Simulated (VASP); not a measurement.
The system is MnO2.

```xyz
3
Lattice="2.9203 0.0000 0.0000 -1.4602 2.5291 0.0000 0.0000 0.0000 5.5070" Properties=species:S:1:pos:R:3 pbc="T T T"
Mn    0.0000    0.0000    0.0000
O     0.0000    1.6860    0.9520
O     1.4602    0.8430    4.5550
```

Base run:

```yaml
Program: VASP 6.6.1
Functional: PBE
Potentials_or_basis: VASP PAW PBE potentials, release 64 (Mn_pv, O)
Cutoff: 520 eV
k_mesh: 6 × 6 × 4
Occupations: gaussian, width 0.05 eV
Spin: collinear spin, ferromagnetic start
Starting_moments: "[3.14, 0.0, 0.0] μB"
Hubbard_terms: Mn d U = 3.9 eV
```

Its results: band gap on the k mesh 1.92 eV, indirect (least direct gap 2.20 eV); pressure 0.4 GPa; net moment 3.00 μB per cell; site moments Mn +3.24; O -0.13 μB; largest force 0.086 eV/Å.

**Question.** The run is repeated on the same cell with these changes: potentials or basis from VASP PAW PBE potentials, release 64 (Mn_pv, O) to VASP PAW PBE potentials, release 64 (Mn_sv, O); cutoff from 520 eV to 600 eV; valence electrons from 25 to 27. What comes out?

**Answer.** Band gap on the k mesh 2.06 eV, indirect (least direct gap 2.33 eV); pressure -2.3 GPa; net moment 3.00 μB per cell; site moments Mn +3.11; O -0.10 μB; largest force 0.064 eV/Å.

Caveats: a cell with one magnetic atom can't hold antiferromagnetic order, which such compounds often take.

A k mesh can miss the band edges.
